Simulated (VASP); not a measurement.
Set up this calculation in VASP 6.6.1, as the native input.

```
Task                   : single point
Functional             : PBE
Potentials or basis    : VASP PAW PBE potentials, release 64 (Be, S)
Cutoff                 : 520 eV
k mesh                 : 8 × 8 × 8
Occupations            : gaussian, width 0.01 eV
Spin                   : no spin polarisation
Dipole correction      : no
Further INCAR settings : ALGO = Normal; EDIFF = 1e-06; NBANDS = 11
```

The structure of BeS lies in POSCAR:

```
BeS
1.0
    0.0000000000      2.4343066359      2.4343066359
    2.4343066359      0.0000000000      2.4343066359
    2.4343066359      2.4343066359      0.0000000000
Be S
1 1
Direct
    0.0000000000      0.0000000000      0.0000000000
    0.2500000000      0.2500000000      0.2500000000
```

These files were run (other wordings do the same):

INCAR

```
ALGO     = Normal         # electronic algorithm
EDIFF    = 1E-6           # SCF threshold, eV
ENCUT    = 520            # plane-wave cutoff, eV
GGA      = PE             # functional
ISIF     = 2              # what is computed and relaxed
ISMEAR   = 0              # smearing method
LASPH    = True           # aspherical terms in the spheres
LCHARG   = False          # write CHGCAR
LREAL    = False          # projectors in reciprocal space
LWAVE    = False          # write WAVECAR
NBANDS   = 11             # bands
NELM     = 100            # most SCF steps
PREC     = Accurate       # precision mode
SIGMA    = 0.01           # smearing width, eV
```

KPOINTS

```
k-points
0
Gamma
  8 8 8
```

Potentials or basis: VASP PAW PBE potentials, release 64 (Be, S).

Run with:

```sh
$ cat potpaw_PBE.64/Be/POTCAR potpaw_PBE.64/S/POTCAR > POTCAR
$ mpirun -np 1 vasp_std > vasp.out
```

Results of the run:

* Pressure: 0.4 GPa
* Band gap on the k mesh: 3.14 eV (least direct gap 5.67 eV)

Wall time 17 s on 1 thread of Intel Xeon 8259CL, on a shared host, peak memory 0.15 GiB.
